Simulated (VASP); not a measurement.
Runs of VASP 6.6.1 on PbSe. The structure is that of space group Fm-3m (No. 225), or close to it. The cells are those of the table. 

| task | cell | cutoff (eV) | gap on the mesh (eV) | pressure (GPa) |
| --- | --- | --- | --- | --- |
| single point | a = 4.092 Å, angles 60.0°, 2 atoms | 520 | 0.40 | (a) |
| relaxation of cell and atoms | relaxed to 10 GPa from a = 4.272 Å, angles 60.0°, 2 atoms | 600 | 0.39 | 10.0 |
| single point | a = 4.249 Å, angles 60.0°, 2 atoms | 520 | 0.03 | 1.1 |
| relaxation of cell and atoms | relaxed to 15 GPa from a = 4.272 Å, angles 60.0°, 2 atoms | 600 | (b) | 15.0 |
| relaxation of cell and atoms | relaxed to 4 GPa from a = 4.272 Å, angles 60.0°, 2 atoms | 600 | 0.20 | 4.0 |
| relaxation of cell and atoms | relaxed to 1 GPa from a = 4.272 Å, angles 60.0°, 2 atoms | 600 | 0.03 | 1.0 |
| single point | a = 4.030 Å, angles 60.0°, 2 atoms | 520 | 0.34 | 15.2 |
| single point | a = 4.136 Å, angles 60.0°, 2 atoms | 520 | (c) | 7.2 |

Alike in all rows: level LDA; potentials or basis VASP PAW LDA potentials, release 64 (Pb_d, Se); no spin polarisation; k mesh 14 × 14 × 14; smearing fermi-dirac 0.05 eV.

Problem. Fill in the values left out.

Solution. (a) 10.2; (b) 0.35; (c) 0.37.

Caveats: spin-orbit coupling is left out, which moves the levels of the heavy elements; the cell is relaxed towards a set pressure, so the enthalpy falls and the energy may rise (some runs).

A k mesh can miss the band edges, and the runs leave out spin-orbit coupling on Pb, Se.
